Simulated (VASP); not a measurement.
Ca, 1 atom in the cell. Symmetry: Fm-3m, No. 225, cubic system. The conventional cell has a = 4.529 Å, b = 4.529 Å, c = 4.529 Å, α = 90.00°, β = 90.00°, γ = 90.00°. Within 4.2 Å of Ca (site symmetry m-3m) lie 12 Ca at 3.20 Å. 

- Program: VASP 6.6.1
- Task: relaxation of cell and atoms
- Functional: LDA
- Potentials or basis: VASP PAW LDA potentials, release 64 (Ca_sv)
- Cutoff: 600 eV
- k mesh: 15 × 15 × 15
- Occupations: fermi-dirac, width 0.08 eV
- Spin: no spin polarisation
- Target pressure: 20 GPa
- Dipole correction: no
- Further INCAR settings: ALGO = Normal; EDIFF = 1e-06; IBRION = 2; EDIFFG = -0.005; NSW = 60; ISIF = 3

Potentials or basis: VASP PAW LDA potentials, release 64 (Ca_sv).

Run with:

```sh
$ cat potpaw_LDA.64/Ca_sv/POTCAR > POTCAR
$ mpirun -np 1 vasp_std > vasp.out
```

Hardware: 1 thread of Intel(R) Xeon(R) 6975P-C (Granite Rapids), with other jobs on the host.

Problem. Estimate the wall time of this run.

Solution. It took 28 s on 1 thread of Intel(R) Xeon(R) 6975P-C (Granite Rapids), with other jobs on the host, peak memory 0.16 GiB. Counts: scf iterations 22, k points 120, ion steps 3.
